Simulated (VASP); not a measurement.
Set up this calculation in VASP 6.6.1, as the native input.

- Task: single point
- Functional: PBE
- Potentials or basis: VASP PAW PBE potentials, release 64 (Fe)
- Cutoff: 600 eV
- k mesh: 17 × 17 × 17
- Occupations: fermi-dirac, width 0.1 eV
- Spin: no spin polarisation
- Dipole correction: no
- Further INCAR settings: ALGO = Normal; EDIFF = 1e-06; NBANDS = 10

The structure of Fe lies in POSCAR:

```
Fe
1.0
   -1.3807996972      1.3807996972      1.3807996972
    1.3807996972     -1.3807996972      1.3807996972
    1.3807996972      1.3807996972     -1.3807996972
Fe
1
Direct
    0.0000000000      0.0000000000      0.0000000000
```

The input as run:

INCAR

```
ALGO = Normal
EDIFF = 1E-6
ENCUT = 600
GGA = PE
GGA_COMPAT = False
ISIF = 2
ISMEAR = -1
LASPH = True
LCHARG = False
LREAL = False
LWAVE = False
NBANDS = 10
NELM = 120
PREC = Accurate
SIGMA = 0.1
```

KPOINTS

```
k-points
0
Gamma
  17 17 17
```

Potentials or basis: VASP PAW PBE potentials, release 64 (Fe).

Run with:

```console
$ cat potpaw_PBE.64/Fe/POTCAR > POTCAR
$ mpirun -np 1 vasp_std > vasp.out
```

Results of the run:

The pressure is -0.5 GPa. The band gap on the k mesh is zero (bands 4 and 5 overlap by 2.00 eV).

Caveat: the run has no spin polarisation, though such a crystal can be magnetic.

It took 12 s on 1 thread of Intel(R) Xeon(R) Platinum 8375C CPU @ 2.90GHz (Ice Lake), with other jobs on the host, peak memory 0.14 GiB.
